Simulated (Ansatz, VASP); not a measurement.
## B: VASP beside Ansatz

File INCAR:

```
ALGO = Normal
EDIFF = 1E-6
ENCUT = 520
GGA = PE
ISIF = 2
ISMEAR = -1
LASPH = True
LCHARG = False
LREAL = False
LWAVE = False
NBANDS = 14
NELM = 80
PREC = Accurate
SIGMA = 0.05
```

KPOINTS

```
k-points
0
Gamma
  15 15 5
```

Contents of POSCAR:

```
B
1.0
    2.8858735673      0.0000000000      0.0000000000
   -1.4429367837      2.4992398214      0.0000000000
    0.0000000000      0.0000000000      3.6982585581
B
4
Direct
    0.0000000000      0.0000000000      0.2500000000
    0.0000000000      0.0000000000      0.7500000000
    0.3333333333      0.6666666667      0.2500000000
    0.6666666667      0.3333333333      0.7500000000
```

Input for Ansatz:

```yaml
crystal:
  lattice:
    - [2.8858735673, 0.0, 0.0]
    - [-1.4429367837, 2.4992398214, 0.0]
    - [0.0, 0.0, 3.6982585581]
  atoms:
    - { symbol: B, position: [0.0, 0.0, 0.25] }
    - { symbol: B, position: [0.0, 0.0, 0.75] }
    - { symbol: B, position: [0.3333333333, 0.6666666667, 0.25] }
    - { symbol: B, position: [0.6666666667, 0.3333333333, 0.75] }
kpoints:
  mp_grid: { grid: [15, 15, 5] }
scf:
  occupations: { method: fermi_dirac, width: 0.05 }
hamiltonian:
  xc: pbe
  pseudopotentials: { kind: nc }
output:
  forces: true
  stress: true
  eigenvalues: true
```

Change from the starting cell: volume scaled by 0.85, norm-conserving files.

Alike in both runs: task single point; functional PBE; k mesh 15 × 15 × 5; occupations fermi-dirac, width 0.05 eV; no spin polarisation.

```csv
,VASP,Ansatz
version,VASP 6.6.1,Ansatz 0.2.0
potentials or method,"VASP PAW PBE potentials, release 64 (B)","norm-conserving pseudopotentials, scalar-relativistic"
plane-wave cutoff (eV),520,1116
valence electrons in the cell,12,12
```

VASP gave:

```
pressure (GPa)                                                : 33.1
traceless stress, the component that is largest in VASP (GPa) : -0.07
```

Estimate Ansatz's values.

pressure (GPa): 32.9; traceless stress, the component that is largest in VASP (GPa): 0.14.

Both programs put the cell under a high pressure, so it lies far from rest at this level.
